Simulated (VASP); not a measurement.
# Ti (Pm-3m) in VASP: single point with PBE

Aim: the single point of Ti with PBE.

All numbers are computed with VASP 6.6.1; they aren't measurements. Logs are shortened: lines on timing, memory, paths and dates and some standing lists are left out, and cuts for length are marked.

**1. The cell of the first run**

Symmetry: Pm-3m, No. 221, cubic system. The conventional cell has a = 2.747 Å, b = 2.747 Å, c = 2.747 Å, α = 90.00°, β = 90.00°, γ = 90.00°. Ti (site symmetry m-3m) has 6 Ti at 2.75 Å within 3.6 Å.

This isn't the form of Ti at room conditions, which is hcp.

**2. Single point, PBE, collinear spin (20.73 Å³/atom)**

INCAR reads:

```
SYSTEM = Ti
ALGO = Normal
EDIFF = 1E-6
ENCUT = 520
GGA = PE
ISIF = 2
ISMEAR = -1
ISPIN = 2
LASPH = .TRUE.
LCHARG = .FALSE.
LMAXMIX = 4
LORBIT = 11
LREAL = .FALSE.
LWAVE = .FALSE.
MAGMOM = 0.173
NBANDS = 16
NELM = 150
PREC = Accurate
SIGMA = 0.05
```

KPOINTS reads:

```
k-points
0
G
  19 19 19
  0 0 0
```

POSCAR reads:

```
Ti
1.0
    2.7469320743      0.0000000000      0.0000000000
    0.0000000000      2.7469320743      0.0000000000
    0.0000000000      0.0000000000      2.7469320743
Ti
1
Direct
    0.0000000000      0.0000000000      0.0000000000
```

Potentials or basis: VASP PAW PBE potentials, release 64 (Ti_sv).

The run is started by

```sh
$ cat potpaw_PBE.64/Ti_sv/POTCAR > POTCAR
$ mpirun -np 1 vasp_std > vasp.out
```

OUTCAR:

```text
SYSTEM = Ti
   EDIFF = 1E-6
   ENCUT = 520
   GGA = PE
   ISIF = 2
   ISMEAR = -1
   ISPIN = 2
   LASPH = .TRUE.
   LORBIT = 11
   LREAL = .FALSE.
   NELM = 150
   PREC = Accurate

 ion  position               nearest neighbor table
   1  0.000  0.000  0.000-

  LATTYP: Found a simple cubic cell.
 ALAT       =     2.7469320743

  Lattice vectors:

 A1 = (   2.7469320743,   0.0000000000,   0.0000000000)
 A2 = (   0.0000000000,   2.7469320743,   0.0000000000)
 A3 = (   0.0000000000,   0.0000000000,   2.7469320743)

Analysis of symmetry for initial positions (statically):
=====================================================================
 Subroutine PRICEL returns:
 Original cell was already a primitive cell.

 Routine SETGRP: Setting up the symmetry group for a
 simple cubic supercell.

 Subroutine GETGRP returns: Found 48 space group operations
 (whereof 48 operations were pure point group operations)
 out of a pool of 48 trial point group operations.

The static configuration has the point symmetry O_h .

Analysis of symmetry for dynamics (positions and initial velocities):
=====================================================================
 Subroutine PRICEL returns:
 Original cell was already a primitive cell.

 Routine SETGRP: Setting up the symmetry group for a
 simple cubic supercell.

 Subroutine GETGRP returns: Found 48 space group operations
 (whereof 48 operations were pure point group operations)
 out of a pool of 48 trial point group operations.

The dynamic configuration has the point symmetry O_h .

Analysis of structural, dynamic, and magnetic symmetry:
=====================================================================
 Subroutine PRICEL returns:
 Original cell was already a primitive cell.

 Routine SETGRP: Setting up the symmetry group for a
 simple cubic supercell.

 Subroutine GETGRP returns: Found 48 space group operations
 (whereof 48 operations were pure point group operations)
 out of a pool of 48 trial point group operations.

The overall configuration has the point symmetry O_h .

 Subroutine INISYM returns: Found 48 space group operations
 (whereof 48 operations are pure point group operations),
 and found     1 'primitive' translations

----------------------------------------------------------------------------------------

                                     Primitive cell

  volume of cell :      20.7273

  direct lattice vectors                    reciprocal lattice vectors
     2.746932074  0.000000000  0.000000000     0.364042493  0.000000000  0.000000000
     0.000000000  2.746932074  0.000000000     0.000000000  0.364042493  0.000000000
     0.000000000  0.000000000  2.746932074     0.000000000  0.000000000  0.364042493

  length of vectors
     2.746932074  2.746932074  2.746932074     0.364042493  0.364042493  0.364042493

  position of ions in fractional coordinates (direct lattice)
     0.000000000  0.000000000  0.000000000

  ion indices of the primitive-cell ions
   primitive index   ion index
                 1           1

----------------------------------------------------------------------------------------

 KPOINTS: k-points

Automatic generation of k-mesh.
 Grid dimensions read from file:
 generate k-points for:   19   19   19

 Generating k-lattice:

  Cartesian coordinates                     Fractional coordinates (reciprocal lattice)
     0.019160131  0.000000000  0.000000000     0.052631579  0.000000000  0.000000000
     0.000000000  0.019160131  0.000000000     0.000000000  0.052631579  0.000000000
     0.000000000  0.000000000  0.019160131     0.000000000  0.000000000  0.052631579

  Length of vectors
     0.019160131  0.019160131  0.019160131

  Shift w.r.t. Gamma in fractional coordinates (k-lattice)
     0.000000000  0.000000000  0.000000000

 Subroutine IBZKPT returns following result:
 ===========================================

 Found    220 irreducible k-points:

 Following reciprocal coordinates:
            Coordinates               Weight
  0.000000  0.000000  0.000000      1.000000
  0.052632  0.000000  0.000000      6.000000
  0.105263  0.000000  0.000000      6.000000
  0.157895  0.000000  0.000000      6.000000
  0.210526  0.000000  0.000000      6.000000
  0.263158  0.000000  0.000000      6.000000
[... 16 lines left out ...]
  0.263158  0.105263  0.000000     24.000000
  0.315789  0.105263  0.000000     24.000000
 [... further k-points ...]
   k-points           NKPTS =    220   k-points in BZ     NKDIM =    220   number of bands    NBANDS=     16
   number of dos      NEDOS =    301   number of ions     NIONS =      1
   total plane-waves  NPLWV =   8000
   dimension x,y,z NGX =    20 NGY =   20 NGZ =   20
   dimension x,y,z NGXF=    40 NGYF=   40 NGZF=   40
   ions per type =               1
   NGX,Y,Z   is equivalent  to a cutoff of  12.10, 12.10, 12.10 a.u.
   NGXF,Y,Z  is equivalent  to a cutoff of  24.21, 24.21, 24.21 a.u.
 SYSTEM =  Ti
   PREC   = accura    normal or accurate (medium, high low for compatibility)
   ISTART =      0    job   : 0-new  1-cont  2-samecut
   ICHARG =      2    charge: 1-file 2-atom 10-const
   ISPIN  =      2    spin polarized calculation?
   LNONCOLLINEAR =      F non collinear calculations
   LSORBIT =      F    spin-orbit coupling
   LASPH  =      T    aspherical Exc in radial PAW
   ENCUT  =  520.0 eV  38.22 Ry    6.18 a.u.   5.11  5.11  5.11*2*pi/ulx,y,z
   NELM   =    150;   NELMIN=  2; NELMDL= -5     # of ELM steps
   EDIFF  = 0.1E-05   stopping-criterion for ELM
   LREAL  =      F    real-space projection
   EDIFFG = 0.1E-04   stopping-criterion for IOM
   NSW    =      0    number of steps for IOM
   IBRION =     -1    ionic relax: 0-MD 1-quasi-New 2-CG
   NFREE  =      0    steps in history (QN), initial steepest desc. (CG)
   ISIF   =      2    stress and relaxation
   ISYM   =      2    0-nonsym 1-usesym 2-fastsym
   POTIM  = 0.5000    time-step for ionic-motion
   TEBEG  =    0.0;   TEEND  =   0.0 temperature during run
   PSTRESS=    0.0 pullay stress
   NELECT =      12.0000    total number of electrons
   NUPDOWN=      -1.0000    fix difference up-down
   EMIN   =  10.00;   EMAX   =-10.00  energy-range for DOS
   EFERMI =   0.00;   METHOD = LEGACY
   ISMEAR =    -1;   SIGMA  =   0.05  broadening in eV -4-tet -1-fermi 0-gaus
   EFERMI_NEDOS =   21; number of points for ismear=-14 and -15
   IALGO  =     38    algorithm
   IMIX   =      4    mixing-type and parameters
     AMIX     =   0.40;   BMIX     =  1.00
     AMIX_MAG =   1.60;   BMIX_MAG =  1.00
  volume/ion in A,a.u.               =      20.73       139.88
  Fermi-wavevector in a.u.,A,eV,Ry     =   1.364439  2.578415 25.329866  1.861693
  Thomas-Fermi vector in A             =   2.490754
   LORBIT       =     11    0 simple, 1 ext, 2 COOP (PROOUT), +10 PAW based schemes
   GGA     = PE    functional components
   LHFCALC =     F    Hartree Fock is set to
   AEXX    =    0.0000 exact exchange contribution
   IVDW    =     0    specifies the selected vdW correction
   LEPSILON=     F    determine dielectric tensor
   LRPA    =     F    only Hartree local field effects (RPA)
 spin polarized calculation
  energy-cutoff  :      520.00
  volume of cell :       20.73
 maximum number of plane-waves:       587
   NGX = 11   NGY = 11   NGZ = 11

 number of electron      12.0000014 magnetization       0.3807902

 Free energy of the ion-electron system (eV)
  ---------------------------------------------------
  ext. energy  EPLUGINS =         0.00000000
  ---------------------------------------------------
  free energy    TOTEN  =        -6.94912666 eV

  energy without entropy =       -6.93020722  energy(sigma->0) =       -6.93966694

 E-fermi :   6.4046     XC(G=0): -10.5852

 val. band max:        6.4006857218   @ k =   0.4737   0.4737   0.2632
 cond. band min:       6.4095118482   @ k =   0.3684   0.3684   0.1053
 fundamental gap:      0.0088261264
 Fermi energy:         6.4046180033

 spin component 1

 k-point     1 :       0.0000    0.0000    0.0000
  band No.  band energies     occupation
      1     -50.4531      1.00000
      2     -26.3773      1.00000
      3     -26.3773      1.00000
      4     -26.3773      1.00000
      5       0.8633      1.00000
      6       5.1342      1.00000
[... 8 lines left out ...]
     15      24.8600      0.00000
     16      26.8618      0.00000

 k-point     2 :       0.0526    0.0000    0.0000
  band No.  band energies     occupation
      1     -50.4510      1.00000
      2     -26.3941      1.00000
      3     -26.3758      1.00000
      4     -26.3758      1.00000
      5       0.9282      1.00000
      6       5.1493      1.00000
[... 8 lines left out ...]
     15      25.2117      0.00000
     16      27.2013      0.00000
[... 387 lines left out ...]
      5       2.5596      1.00000
      6       5.5771      1.00000
[... 8 lines left out ...]
     15      27.3231      0.00000
     16      30.1220      0.00000

 k-point    24 :       0.3158    0.1053    0.0000
  band No.  band energies     occupation
      1     -50.3895      1.00000
      2     -26.7963      1.00000
      3     -26.4034      1.00000
      4     -26.3351      1.00000
      5       3.0966      1.00000
      6       5.6760      1.00000
[... 8 lines left out ...]
     15      26.9039      0.00000
     16      29.9654      0.00000

 [... further k-points ...]

 spin component 2

 k-point     1 :       0.0000    0.0000    0.0000
  band No.  band energies     occupation
      1     -50.2009      1.00000
      2     -26.1274      1.00000
      3     -26.1274      1.00000
      4     -26.1274      1.00000
      5       1.0705      1.00000
      6       5.5275      1.00000
[... 8 lines left out ...]
     15      25.1171      0.00000
     16      27.0118      0.00000

 k-point     2 :       0.0526    0.0000    0.0000
  band No.  band energies     occupation
      1     -50.1987      1.00000
      2     -26.1441      1.00000
      3     -26.1260      1.00000
      4     -26.1260      1.00000
      5       1.1354      1.00000
      6       5.5429      1.00000
[... 8 lines left out ...]
     15      25.4606      0.00000
     16      27.3537      0.00000
[... 387 lines left out ...]
      5       2.7717      1.00000
      6       5.9708      0.99983
[... 8 lines left out ...]
     15      27.5666      0.00000
     16      30.3789      0.00000

 k-point    24 :       0.3158    0.1053    0.0000
  band No.  band energies     occupation
      1     -50.1377      1.00000
      2     -26.5426      1.00000
      3     -26.1529      1.00000
      4     -26.0852      1.00000
      5       3.3164      1.00000
      6       6.0692      0.99878
[... 8 lines left out ...]
     15      27.1644      0.00000
     16      30.1950      0.00000

 [... further k-points ...]

------------------------ aborting loop because EDIFF is reached ----------------------------------------

  FORCE on cell =-STRESS in cart. coord.  units (eV):
  Direction    XX          YY          ZZ          XY          YZ          ZX
  --------------------------------------------------------------------------------------
  -------------------------------------------------------------------------------------
  Total       -0.9845306     -0.9845306     -0.9845306      0.0000000      0.0000000     -0.0000000
  in kB      -76.1019931    -76.1019931    -76.1019931      0.0000000      0.0000000     -0.0000000
  external PRESSURE =     -76.1019931 kB  Pullay stress =       0.0000000 kB

 VOLUME and BASIS-vectors are now :
 -----------------------------------------------------------------------------
  energy-cutoff  :      520.00
  volume of cell :       20.73
      direct lattice vectors                 reciprocal lattice vectors
     2.746932074  0.000000000  0.000000000     0.364042493  0.000000000  0.000000000
     0.000000000  2.746932074  0.000000000     0.000000000  0.364042493  0.000000000
     0.000000000  0.000000000  2.746932074     0.000000000  0.000000000  0.364042493

 POSITION                                       TOTAL-FORCE (eV/Angst)
 -----------------------------------------------------------------------------------
      0.00000      0.00000      0.00000         0.000000      0.000000      0.000000
 -----------------------------------------------------------------------------------
    total drift:                               -0.000000      0.000000      0.000000

  FREE ENERGIE OF THE ION-ELECTRON SYSTEM (eV)
  ---------------------------------------------------
  free  energy   TOTEN  =        -6.9491266559 eV

  energy  without entropy=       -6.9302072177  energy(sigma->0) =       -6.93966694

 total charge

# of ion       s       p       d       tot
------------------------------------------
    1        2.235   6.051   1.963  10.250

 magnetization (x)

# of ion       s       p       d       tot
------------------------------------------
    1        0.010   0.013   0.264   0.287
```

Wall time 2.5 min (1 thread of Intel Xeon 8259CL, shared host); peak memory 0.21 GiB.

Results:

```yaml
Free_energy: -6.9491 eV
Pressure: -7.6 GPa
Net_moment: 0.38 μB per cell
Site_moments: Ti +0.29 μB
Valence_electrons_inside_the_program's_atomic_spheres: Ti 10.25
```

Caveat: the cell stands under tension.
